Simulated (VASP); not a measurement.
# HgTe: single point with LDA

The system is HgTe.

```
Hg Te
1.0
    -3.04560    3.04560    1.55941
     3.04560   -3.04560    1.55941
     3.04560    3.04560   -1.55941
Hg Te
1 1
Direct
  0.25000 0.75000 0.50000
  0.00000 0.00000 0.00000
```

- Program: VASP 6.6.1
- Task: single point
- Functional: LDA
- Potentials or basis: VASP PAW LDA potentials, release 64 (Hg, Te)
- Cutoff: 500 eV
- k mesh: 6 × 6 × 6
- Occupations: fermi-dirac, width 0.1 eV
- Spin: no spin polarisation

```
Pressure               : -4.5 GPa
Band gap on the k mesh : zero (bands 9 and 10 overlap by 3.84 eV)
```

Stress tensor (GPa, compression positive):
```
-4.45  0.00  0.00
 0.00 -4.45  0.00
 0.00  0.00 -4.64
```

Levels at points of the mesh, in eV from the Fermi level:
```
           k point  band 7  band 8  band 9  band 10  band 11  band 12
(0.00, 0.00, 0.00)   -3.64   -2.63   -2.63     3.10     4.46     6.69
(0.50, 0.00, 0.00)   -4.77   -2.11   -1.27    -0.30     3.02     3.60
(0.50, 0.50, 0.00)   -6.17   -1.09    1.29     1.76     2.59     3.19
(0.50, 0.50, 0.50)   -4.52   -4.50   -4.50     2.79     7.05     7.77
```

Run time: 35 s on 1 thread of AMD EPYC 7R43 64-Core Processor (Zen 3) (shared host), peak memory 0.15 GiB.

Caveat: the k points lie up to 0.38 Å⁻¹ apart, too coarse for converged energies and pressures of a metal; spin-orbit coupling is left out, which moves the levels of the heavy elements.
